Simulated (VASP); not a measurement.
# Ta (P6_3/mmc) in VASP: further runs, part 2 of 2

VASP 6.6.1.

### 3 Relaxation of cell and atoms, PBEsol

The input, INCAR:

```
ALGO = Normal
EDIFF = 1E-6
EDIFFG = -0.01
ENCUT = 600
GGA = PS
IBRION = 2
ISIF = 3
ISMEAR = 0
LASPH = True
LCHARG = False
LREAL = False
LWAVE = False
NELM = 60
NSW = 80
PREC = Accurate
SIGMA = 0.1
```

The input, KPOINTS:

```
k-points
0
Gamma
  11 11 6
```

The input, POSCAR:

```
Ta
1.0
    2.9003720000      0.0000000000      0.0000000000
   -1.4501860000      2.5117958324      0.0000000000
    0.0000000000      0.0000000000      5.1662740000
Ta
2
Direct
    0.6666666667      0.3333333333      0.7500000000
    0.3333333333      0.6666666667      0.2500000000
```

Potentials or basis: VASP PAW PBE potentials, release 64 (Ta_pv).

Command:

```sh
cat potpaw_PBE.64/Ta_pv/POTCAR > POTCAR
mpirun -np 1 vasp_std > vasp.out
```

OUTCAR:

```text
EDIFF = 1E-6
   EDIFFG = -0.01
   ENCUT = 600
   GGA = PS
   IBRION = 2
   ISIF = 3
   ISMEAR = 0
   LASPH = True
   LREAL = False
   NELM = 60
   NSW = 80
   PREC = Accurate

 ion  position               nearest neighbor table
   1  0.667  0.333  0.750-   2 3.08   2 3.08   2 3.08   2 3.08   2 3.08   2 3.08
   2  0.333  0.667  0.250-   1 3.08   1 3.08   1 3.08   1 3.08   1 3.08   1 3.08

  LATTYP: Found a hexagonal cell.
 ALAT       =     2.9003720000
 C/A-ratio  =     1.7812453023

  Lattice vectors:

 A1 = (   2.9003720000,   0.0000000000,   0.0000000000)
 A2 = (  -1.4501860000,   2.5117958324,   0.0000000000)
 A3 = (   0.0000000000,   0.0000000000,   5.1662740000)

Analysis of symmetry for initial positions (statically):
=====================================================================
 Subroutine PRICEL returns:
 Original cell was already a primitive cell.

 Routine SETGRP: Setting up the symmetry group for a
 hexagonal supercell.

 Subroutine GETGRP returns: Found 24 space group operations
 (whereof 12 operations were pure point group operations)
 out of a pool of 24 trial point group operations.

The static configuration has the point symmetry D_3d.
 The point group associated with its full space group is D_6h.

Analysis of symmetry for dynamics (positions and initial velocities):
=====================================================================
 Subroutine PRICEL returns:
 Original cell was already a primitive cell.

 Routine SETGRP: Setting up the symmetry group for a
 hexagonal supercell.

 Subroutine GETGRP returns: Found 24 space group operations
 (whereof 12 operations were pure point group operations)
 out of a pool of 24 trial point group operations.

The dynamic configuration has the point symmetry D_3d.
 The point group associated with its full space group is D_6h.

 Subroutine INISYM returns: Found 24 space group operations
 (whereof 12 operations are pure point group operations),
 and found     1 'primitive' translations
[... 131 lines left out ...]
 maximum number of plane-waves:      1275
 NGX is ok and might be reduce to    24
   NGX = 11   NGY = 11   NGZ = 21

--------------------------------------- Ionic step        1  -------------------------------------------

 number of electron      22.0000002 magnetization

 Free energy of the ion-electron system (eV)
  ---------------------------------------------------
  ext. energy  EPLUGINS =         0.00000000
  ---------------------------------------------------
  free energy    TOTEN  =       -24.49918041 eV

  energy without entropy =      -24.49041237  energy(sigma->0) =      -24.49479639

------------------------ aborting loop because EDIFF is reached ----------------------------------------

  FORCE on cell =-STRESS in cart. coord.  units (eV):
  Direction    XX          YY          ZZ          XY          YZ          ZX
  --------------------------------------------------------------------------------------
  -------------------------------------------------------------------------------------
  Total       -1.7166332     -1.7166332     -1.5688894      0.0000000      0.0000000      0.0000000
  in kB      -73.0756398    -73.0756398    -66.7863069      0.0000000      0.0000000      0.0000000
  external PRESSURE =     -70.9791955 kB  Pullay stress =       0.0000000 kB
[... 275 lines left out ...]
--------------------------------------- Ionic step        9  -------------------------------------------

 number of electron      21.9999998 magnetization

 Free energy of the ion-electron system (eV)
  ---------------------------------------------------
  ext. energy  EPLUGINS =         0.00000000
  ---------------------------------------------------
  free energy    TOTEN  =       -24.53048625 eV

  energy without entropy =      -24.52237009  energy(sigma->0) =      -24.52642817

 E-fermi :   5.6896     XC(G=0): -12.6816

 val. band max:        5.6640117419   @ k =   0.1818  -0.0000   0.0000
 cond. band min:       5.6928278130   @ k =   0.0909   0.0909   0.1667
 fundamental gap:      0.0288160711
 Fermi energy:         5.6896229225

 k-point     1 :       0.0000    0.0000    0.0000
  band No.  band energies     occupation
      1     -28.8135      2.00000
      2     -27.8854      2.00000
      3     -27.7573      2.00000
      4     -27.7573      2.00000
      5     -27.6643      2.00000
      6     -27.6643      2.00000
      7      -2.6305      2.00000
      8       0.6706      2.00000
      9       5.0873      2.00000
     10       5.6997      0.88710
     11       6.2889      0.00000
     12       6.2889      0.00000
     13       6.8838      0.00000
     14       6.8838      0.00000
[... 401 lines left out ...]
      2     -28.2714      2.00000
      3     -28.2344      2.00000
      4     -27.9539      2.00000
      5     -27.8943      2.00000
      6     -27.8083      2.00000
      7      -0.4068      2.00000
      8       2.4676      2.00000
      9       3.5812      2.00000
     10       4.4841      2.00000
     11       5.3154      2.00000
     12       5.9876      0.00003
     13       7.4971      0.00000
     14       7.5753      0.00000
     15       8.7573      0.00000

 [... further k-points ...]
[... 5 lines left out ...]
  --------------------------------------------------------------------------------------
  -------------------------------------------------------------------------------------
  Total       -0.0018697     -0.0018697      0.0019551     -0.0000000     -0.0000000      0.0000000
  in kB       -0.0826000     -0.0826000      0.0863723     -0.0000000     -0.0000000      0.0000000
  external PRESSURE =      -0.0262759 kB  Pullay stress =       0.0000000 kB
[... 17 lines left out ...]
  FREE ENERGIE OF THE ION-ELECTRON SYSTEM (eV)
  ---------------------------------------------------
  free  energy   TOTEN  =       -24.5304862537 eV

  energy  without entropy=      -24.5223700940  energy(sigma->0) =      -24.52642817

 reached required accuracy - stopping structural energy minimisation
```

OSZICAR:

```text
N       E                     dE             d eps       ncg     rms          rms(c)
DAV:   1     0.170431572297E+03    0.17043E+03   -0.14240E+04  1920   0.168E+03
DAV:   2    -0.216118274198E+02   -0.19204E+03   -0.19042E+03  2347   0.416E+02
DAV:   3    -0.255062281037E+02   -0.38944E+01   -0.37680E+01  2557   0.542E+01
[... 64 lines left out ...]
       N       E                     dE             d eps       ncg     rms          rms(c)
DAV:   1    -0.245305719708E+02   -0.97491E-04   -0.29963E-03  1920   0.538E-01    0.572E-02
DAV:   2    -0.245305030044E+02    0.68966E-04   -0.11149E-04  2151   0.969E-02    0.237E-02
DAV:   3    -0.245304862538E+02    0.16751E-04   -0.61645E-05  2390   0.645E-02    0.963E-03
DAV:   4    -0.245304862537E+02    0.11005E-09   -0.14920E-06  1609   0.105E-02
   9 F= -.24530486E+02 E0= -.24526428E+02  d E =-.132499E-04
```

Run time: 62 s. Hardware: 1 thread of Intel Xeon Platinum 8559C (Emerald Rapids), shared host; peak memory 0.2 GiB.

Results:

```yaml
Free_energy: -24.5305 eV
Relaxed_volume: 18.13 Å³/atom
Relaxed_cell: a = 2.865 Å, b = 2.865 Å, c = 5.101 Å, α = 90.00°, β = 90.00°, γ = 120.00°
Space_group_after_relaxing_to_0.05_Å: P6_3/mmc (No. 194)
Energy_gained_by_relaxing: 15.7 meV/atom
Ionic_steps: 9
Pressure_after_relaxing: 0.0 GPa
Band_gap_on_the_k_mesh: zero (band 11 reaches 7.22 eV, above the bottom of band 12 at 4.91 eV)
```

The path:
| step | energy change (eV) | largest force (eV/Å) | pressure (GPa) | volume (Å³) |
| --- | --- | --- | --- | --- |
| 1 | 0.0000 | 0.0000 | -7.10 | 37.64 |
| 2 | 0.1518 | 0.0000 | 20.91 | 33.28 |
| 3 | -0.0312 | 0.0000 | -0.26 | 36.31 |
| 4 | -0.0312 | 0.0000 | -0.02 | 36.27 |
| 5 | -0.0312 | 0.0000 | 0.13 | 36.25 |
| 6 | -0.0313 | 0.0000 | -0.29 | 36.31 |
| 7 | -0.0313 | 0.0000 | -0.12 | 36.28 |
| 8 | -0.0313 | 0.0000 | 0.06 | 36.25 |
| 9 | -0.0313 | 0.0000 | 0.00 | 36.27 |

Final structure:
```yaml
crystal:
  lattice:
    - [2.86538, 0.00000, 0.00000]
    - [-1.43269, 2.48150, 0.00000]
    - [0.00000, 0.00000, 5.10052]
  atoms:
    - { symbol: Ta, position: [0.66667, 0.33333, 0.75000] }
    - { symbol: Ta, position: [0.33333, 0.66667, 0.25000] }
```

Caveat: the PAW data sets were made with another functional, which shifts forces and pressure a little; spin-orbit coupling is left out, which moves the levels of the heavy elements.
